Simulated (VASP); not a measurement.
Write the native input for VASP 6.6.1 that does the following.

```
Task                   : single point
Functional             : PBEsol
Potentials or basis    : VASP PAW PBE potentials, release 64 (Zn, O_h, H_h)
Cutoff                 : 1000 eV
k mesh                 : 4 × 4 × 8
Occupations            : gaussian, width 0.05 eV
Spin                   : no spin polarisation
Dipole correction      : no
Further INCAR settings : ALGO = Normal; EDIFF = 1e-06; NBANDS = 46
```

The structure of Zn4HO4 (a cell with a defect) lies in POSCAR:

```
Zn4HO4
1.0
    5.5148137916      0.0000000000      0.0000000000
    0.0000000000      5.5148137916      0.0000000000
    0.0000000000      0.0000000000      3.2430062931
Zn O H
4 4 1
Direct
    0.1820657240      0.1820657240      0.5000000000
    0.8179342760      0.8179342760      0.5000000000
    0.6820657240      0.3179342760      0.0000000000
    0.3179342760      0.6820657240      0.0000000000
    0.8180023132      0.1819976868      0.5000000000
    0.1819976868      0.8180023132      0.5000000000
    0.6819976868      0.6819976868      0.0000000000
    0.3180023132      0.3180023132      0.0000000000
    1.0000405349     -0.7180023132      0.5000000000
```

These files were run (other wordings do the same):

INCAR

```
SYSTEM = Zn4HO4
ALGO = Normal
EDIFF = 1E-6
ENCUT = 1000
GGA = PS
GGA_COMPAT = .False.
ISIF = 2
ISMEAR = 0
LASPH = .True.
LCHARG = .False.
LREAL = .False.
LWAVE = .False.
NBANDS = 46
NELM = 120
PREC = Accurate
SIGMA = 0.05
```

KPOINTS

```
k-points
0
Gamma
  4 4 8
  0 0 0
```

Potentials or basis: VASP PAW PBE potentials, release 64 (Zn, O_h, H_h).

Command:

```bash
$ cat potpaw_PBE.64/Zn/POTCAR potpaw_PBE.64/O_h/POTCAR potpaw_PBE.64/H_h/POTCAR > POTCAR
$ mpirun -np 1 vasp_std > vasp.out
```

It gave:

* Pressure: 17.5 GPa
* Largest force: 15.218 eV/Å
* Band gap on the k mesh: zero (an odd number of electrons rules out a gap without spin polarisation)

Caveat: the PAW data sets were made with another functional, which shifts forces and pressure a little; an odd number of electrons without spin polarisation forces a metal; a magnetic or distorted state may lie lower.

It took 6.7 min on 1 thread of Intel(R) Xeon(R) Platinum 8488C (Sapphire Rapids), with other jobs on the host, peak memory 0.66 GiB.
